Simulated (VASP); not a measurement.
# W2O3 (Pn-3m) in VASP: further runs, part 2 of 2

VASP 6.6.1.

### 3 Single point, PBE

This run uses another cell than the first one, of 11.66 Å³/atom, 1.041 times its volume.

INCAR reads:

```
PREC = Accurate
ENCUT = 520
EDIFF = 1E-6
ISMEAR = -1
SIGMA = 0.06122561905347299
LREAL = False
LASPH = True
NELM = 100
ALGO = Normal
ISIF = 2
LWAVE = False
LCHARG = True
GGA = PE
LELF = True
LVHAR = True
NBANDS = 57
```

KPOINTS reads:

```
Automatic mesh
0
Gamma
  12 12 12
```

POSCAR reads:

```
W2O3
1.0
    4.8847575109      0.0000000000      0.0000000000
    0.0000000000      4.8847575109      0.0000000000
    0.0000000000      0.0000000000      4.8847575109
W O
4 6
Direct
    0.2500000000      0.2500000000      0.2500000000
    0.7500000000      0.7500000000      0.2500000000
    0.7500000000      0.2500000000      0.7500000000
    0.2500000000      0.7500000000      0.7500000000
    0.5000000000      0.0000000000      0.0000000000
    0.0000000000      0.5000000000      0.0000000000
    0.0000000000      0.0000000000      0.5000000000
    0.5000000000      0.5000000000      0.0000000000
    0.5000000000      0.0000000000      0.5000000000
    0.0000000000      0.5000000000      0.5000000000
```

Potentials or basis: VASP PAW PBE potentials, release 64 (W_sv, O).

Launch:

```
cat potpaw_PBE.64/W_sv/POTCAR potpaw_PBE.64/O/POTCAR > POTCAR
mpirun -np 1 vasp_std > vasp.out
```

OUTCAR:

```text
PREC = Accurate
   ENCUT = 520
   EDIFF = 1E-6
   ISMEAR = -1
   LREAL = False
   LASPH = True
   NELM = 100
   ISIF = 2
   GGA = PE

 ion  position               nearest neighbor table
   1  0.250  0.250  0.250-   5 2.12   6 2.12   7 2.12   8 2.12   9 2.12  10 2.12   2 3.45   3 3.45
                             4 3.45   3 3.45   4 3.45   2 3.45   4 3.45   4 3.45   2 3.45   3 3.45
   2  0.750  0.750  0.250-   5 2.12   6 2.12   7 2.12   8 2.12   9 2.12  10 2.12   1 3.45   3 3.45
                             4 3.45   3 3.45   4 3.45   1 3.45   3 3.45   3 3.45   1 3.45   4 3.45
   3  0.750  0.250  0.750-   5 2.12   6 2.12   7 2.12   8 2.12   9 2.12  10 2.12   1 3.45   2 3.45
                             4 3.45   1 3.45   2 3.45   2 3.45   4 3.45   2 3.45   1 3.45   4 3.45
   4  0.250  0.750  0.750-   5 2.12   6 2.12   7 2.12   8 2.12   9 2.12  10 2.12   1 3.45   2 3.45
[... 1670 lines left out ...]
  volume of cell :      116.55
      direct lattice vectors                 reciprocal lattice vectors
     4.884757511  0.000000000  0.000000000     0.204718453  0.000000000  0.000000000
     0.000000000  4.884757511  0.000000000     0.000000000  0.204718453  0.000000000
     0.000000000  0.000000000  4.884757511     0.000000000  0.000000000  0.204718453

 POSITION                                       TOTAL-FORCE (eV/Angst)
 -----------------------------------------------------------------------------------
      1.22119      1.22119      1.22119         0.000000      0.000000      0.000000
      3.66357      3.66357      1.22119        -0.000000      0.000000      0.000000
      3.66357      1.22119      3.66357        -0.000000      0.000000     -0.000000
      1.22119      3.66357      3.66357        -0.000000     -0.000000     -0.000000
      2.44238      0.00000      0.00000         0.000000      0.000000      0.000000
      0.00000      2.44238      0.00000         0.000000      0.000000      0.000000
      0.00000      0.00000      2.44238         0.000000     -0.000000     -0.000000
      2.44238      2.44238      0.00000        -0.000000     -0.000000     -0.000000
      2.44238      0.00000      2.44238        -0.000000     -0.000000     -0.000000
      0.00000      2.44238      2.44238         0.000000     -0.000000     -0.000000
 -----------------------------------------------------------------------------------
    total drift:                               -0.000000      0.000000     -0.000000

  FREE ENERGIE OF THE ION-ELECTRON SYSTEM (eV)
  ---------------------------------------------------
  free  energy   TOTEN  =       -90.6082142224 eV

  energy  without entropy=      -90.4114626505  energy(sigma->0) =      -90.50983844
```

OSZICAR:

```text
N       E                     dE             d eps       ncg     rms          rms(c)
DAV:   1     0.120192400026E+04    0.12019E+04   -0.52835E+04  9696   0.181E+03
DAV:   2     0.119481433431E+02   -0.11900E+04   -0.11483E+04 10199   0.562E+02
DAV:   3    -0.102307799953E+03   -0.11426E+03   -0.11064E+03 11167   0.168E+02
DAV:   4    -0.106101243781E+03   -0.37934E+01   -0.36623E+01 11747   0.286E+01
DAV:   5    -0.106180709060E+03   -0.79465E-01   -0.79093E-01 11463   0.393E+00    0.486E+01
DAV:   6    -0.913539817205E+02    0.14827E+02   -0.10722E+02 11086   0.444E+01    0.170E+01
DAV:   7    -0.907015537827E+02    0.65243E+00   -0.73393E+00 11186   0.117E+01    0.116E+01
DAV:   8    -0.906122885088E+02    0.89265E-01   -0.52895E-01 11054   0.389E+00    0.843E-01
DAV:   9    -0.906078212358E+02    0.44673E-02   -0.34853E-02 11135   0.982E-01    0.363E-01
DAV:  10    -0.906081509511E+02   -0.32972E-03   -0.43715E-03 11955   0.379E-01    0.827E-02
DAV:  11    -0.906081987146E+02   -0.47763E-04   -0.39265E-04 11472   0.107E-01    0.319E-02
DAV:  12    -0.906082138003E+02   -0.15086E-04   -0.56746E-05 12167   0.419E-02    0.608E-03
DAV:  13    -0.906082142224E+02   -0.42212E-06   -0.72969E-06 10720   0.144E-02
   1 F= -.90608214E+02 E0= -.90509838E+02  d E =-.196752E+00
```

stdout:

```text
POSCAR found type information on POSCAR W O
 POSCAR found :  2 types and      10 ions
 scaLAPACK will be used
 LDA part: xc-table for (Slater+PW92), standard interpolation
 POSCAR, INCAR and KPOINTS ok, starting setup
 FFT: planning ... GRIDC
 FFT: planning ... GRID_SOFT
 FFT: planning ... GRID
 WAVECAR not read
 entering main loop
```

It took 4.9 min on 1 thread of Intel Xeon Platinum 8488C (Sapphire Rapids), shared host; peak memory 0.48 GiB.

Results:

```yaml
Free_energy: -90.6082 eV
Pressure: -3.8 GPa
Band_gap_on_the_k_mesh: zero (band 46 reaches 8.75 eV, above the bottom of band 47 at 8.46 eV)
```

Caveat: spin-orbit coupling is left out, which moves the levels of the heavy elements.

### 4 Single point, PBE

This run uses another cell than the first one, of 11.43 Å³/atom, 1.020 times its volume.

INCAR reads:

```
SYSTEM = W2O3
PREC     = Accurate       ! precision mode
ENCUT    = 520            ! plane-wave cutoff, eV
EDIFF    = 1E-7           ! SCF threshold, eV
ISMEAR   = -1             ! smearing method
SIGMA    = 0.06122561905347299 ! smearing width, eV
LREAL    = .False.        ! projectors in reciprocal space
LASPH    = .True.         ! aspherical terms in the spheres
NELM     = 80             ! most SCF steps
ALGO     = Normal         ! electronic algorithm
ISIF     = 2              ! what is computed and relaxed
LWAVE    = .False.        ! write WAVECAR
LCHARG   = .False.        ! write CHGCAR
GGA      = PE             ! functional
NBANDS   = 57             ! bands
```

KPOINTS reads:

```
Automatic mesh
0
Gamma
  12 12 12
  0 0 0
```

POSCAR, as its differences from that of step 3:

```diff
@@ -2,5 +2,5 @@
 1.0
-    4.8847575109      0.0000000000      0.0000000000
-    0.0000000000      4.8847575109      0.0000000000
-    0.0000000000      0.0000000000      4.8847575109
+    4.8526200179      0.0000000000      0.0000000000
+    0.0000000000      4.8526200179      0.0000000000
+    0.0000000000      0.0000000000      4.8526200179
 W O
```

Launch:

```
cat potpaw_PBE.64/W_sv/POTCAR potpaw_PBE.64/O/POTCAR > POTCAR
mpirun -np 1 vasp_std > vasp.out
```

It took 4.6 min on 1 thread of Intel Xeon Platinum 8488C (Sapphire Rapids), shared host; peak memory 0.47 GiB.

Results (log left out):

* Free energy: -90.6224 eV
* Pressure: 1.4 GPa
* Band gap on the k mesh: zero (band 46 reaches 9.02 eV, above the bottom of band 47 at 8.72 eV)

Levels at points of the mesh, in eV from the Fermi level:
```
           k point  band 43  band 44  band 45  band 46  band 47  band 48  band 49  band 50
(0.00, 0.00, 0.00)    -1.00    -1.00    -0.52    -0.52     0.82     0.82     0.82     1.63
(0.50, 0.00, 0.00)    -0.24    -0.24     0.10     0.10     0.23     0.23     0.50     0.50
(0.50, 0.50, 0.00)    -0.59    -0.59    -0.21    -0.21     0.06     0.06     1.03     1.03
(0.50, 0.50, 0.50)    -0.73    -0.73     0.01     0.01     0.14     0.14     0.14     1.24
```

Caveat: spin-orbit coupling is left out, which moves the levels of the heavy elements.

### 5 The runs side by side

| cell | gap on the mesh (eV) | pressure (GPa) |
| --- | --- | --- |
| a = 4.820 Å, 10 atoms | none | 7.2 |
| a = 4.885 Å, 10 atoms | none | -3.8 |
| a = 4.853 Å, 10 atoms | none | 1.4 |

Alike in all rows: task single point; level PBE; potentials or basis VASP PAW PBE potentials, release 64 (W_sv, O); no spin polarisation; k mesh 12 × 12 × 12; cutoff (eV) 520; smearing fermi-dirac 0.0612256 eV.

Caveats: spin-orbit coupling is left out, which moves the levels of the heavy elements.

Absolute energies hang on the potentials; compare differences alone.
